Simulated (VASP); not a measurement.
A run of VASP 6.6.1 is set up as follows.

File INCAR:

```
SYSTEM = Ca
GGA = PE
ISMEAR = 1
SIGMA = 0.1
LWAVE = .False.
LCHARG = .False.
ISIF = 2
PREC = Accurate
LASPH = .True.
LREAL = .False.
ALGO = Normal
EDIFF = 1E-6
NELM = 120
GGA_COMPAT = .False.
ENCUT = 450
```

KPOINTS

```
k-points
0
Gamma
  11 11 11
```

POSCAR

```
Ca
1.0
   -2.2052049036      2.2052049036      2.1961148100
    2.2052049036     -2.2052049036      2.1961148100
    2.2052049036      2.2052049036     -2.1961148100
Ca
1
Direct
    0.5000000000      0.5000000000      0.0000000000
```

Potentials or basis: VASP PAW PBE potentials, release 64 (Ca_sv).

Run with:

```sh
$ cat potpaw_PBE.64/Ca_sv/POTCAR > POTCAR
$ mpirun -np 1 vasp_std > vasp.out
```

Problem. Estimate the band gap on the k mesh.

Solution. Zero (bands 5 and 6 overlap by 0.30 eV).

Problem. Predict the pressure.

Solution. -0.2 GPa.
